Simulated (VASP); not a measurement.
Wanted: the native input for a VASP 6.6.1 run.

| Property | Result |
| --- | --- |
| Task | relaxation of cell and atoms |
| Functional | PBE |
| Potentials or basis | VASP PAW PBE potentials, release 64 (Sc_sv, Ru_pv) |
| Cutoff | 600 eV |
| k mesh | 4 × 4 × 4 |
| Occupations | gaussian, width 0.1 eV |
| Spin | no spin polarisation |
| Dipole correction | no |
| Further INCAR settings | ALGO = Normal; EDIFF = 1e-06; IBRION = 2; EDIFFG = -0.04; NSW = 90; ISIF = 3 |

The structure of ScRu3 lies in POSCAR:

```
ScRu3
1.0
    4.7576191800      0.0000000000      0.0000000000
    0.0000000000      4.7576191800      0.0000000000
    0.0000000000      0.0000000000      4.7576191800
Sc Ru
2 6
Direct
    0.0000000000      0.0000000000      0.0000000000
    0.5000000000      0.5000000000      0.5000000000
    0.2500000000      0.0000000000      0.5000000000
    0.5000000000      0.7500000000      0.0000000000
    0.7500000000      0.0000000000      0.5000000000
    0.5000000000      0.2500000000      0.0000000000
    0.0000000000      0.5000000000      0.7500000000
    0.0000000000      0.5000000000      0.2500000000
```

The cell was generated, and may not be a known phase.

One way to write it, as run:

INCAR

```
  PREC = Accurate
  ENCUT = 600
  EDIFF = 1E-6
  ISMEAR = 0
  SIGMA = 0.1
  LREAL = F
  LASPH = T
  NELM = 80
  ALGO = Normal
  ISIF = 3
  LWAVE = F
  LCHARG = F
  GGA = PE
  IBRION = 2
  NSW = 90
  EDIFFG = -0.04
```

KPOINTS

```
Automatic mesh
0
Gamma
  4 4 4
```

Potentials or basis: VASP PAW PBE potentials, release 64 (Sc_sv, Ru_pv).

Run with:

```bash
$ cat potpaw_PBE.64/Sc_sv/POTCAR potpaw_PBE.64/Ru_pv/POTCAR > POTCAR
$ mpirun -np 1 vasp_std > vasp.out
```

Results of the run:

- Relaxed volume: 15.49 Å³/atom
- Relaxed cell: a = 4.985 Å, b = 4.985 Å, c = 4.985 Å, α = 90.00°, β = 90.00°, γ = 90.00°
- Space group after relaxing (to 0.1 Å): Pm-3n (No. 223)
- Energy gained by relaxing: 210.6 meV/atom
- Ionic steps: 5
- Pressure after relaxing: 0.0 GPa
- Band gap on the k mesh: zero (bands 53 and 54 overlap by 0.87 eV)

Caveat: the volume moved by over 15 % at a fixed basis, so the end points are rough.

Wall time 5.2 min on 1 thread of Intel(R) Xeon(R) 6975P-C (Granite Rapids), on a shared host, peak memory 0.28 GiB.
